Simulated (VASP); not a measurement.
A run of VASP 6.6.1:

File INCAR:

```
PREC     = Accurate       # precision mode
ENCUT    = 520            # plane-wave cutoff, eV
EDIFF    = 1E-6           # SCF threshold, eV
ISMEAR   = -1             # smearing method
SIGMA    = 0.05           # smearing width, eV
LREAL    = False          # projectors in reciprocal space
LASPH    = True           # aspherical terms in the spheres
NELM     = 80             # most SCF steps
ALGO     = Normal         # electronic algorithm
ISIF     = 2              # what is computed and relaxed
LWAVE    = False          # write WAVECAR
LCHARG   = False          # write CHGCAR
GGA      = CA             # functional
NBANDS   = 20             # bands
```

Contents of KPOINTS:

```
Automatic mesh
0
Gamma
  15 15 8
```

POSCAR

```
Nb
1.0
    2.4696643808      0.0000000000      0.0000000000
   -1.2348321904      2.1387920926      0.0000000000
    0.0000000000      0.0000000000      4.3408973814
Nb
2
Direct
    0.3333333333      0.6666666667      0.2500000000
    0.6666666667      0.3333333333      0.7500000000
```

Potentials or basis: VASP PAW LDA potentials, release 64 (Nb_sv).

Launch:

```console
$ cat potpaw_LDA.64/Nb_sv/POTCAR > POTCAR
$ mpirun -np 1 vasp_std > vasp.out
```

Hardware: 1 thread of AMD EPYC 9R45 96-Core Processor (Zen 5), with other jobs on the host.

Problem. How long does it take, and how much memory?

Solution. Run time: 22 s on 1 thread of AMD EPYC 9R45 96-Core Processor (Zen 5), on a shared host, peak memory 0.13 GiB. Counts: scf iterations 12, k points 135.
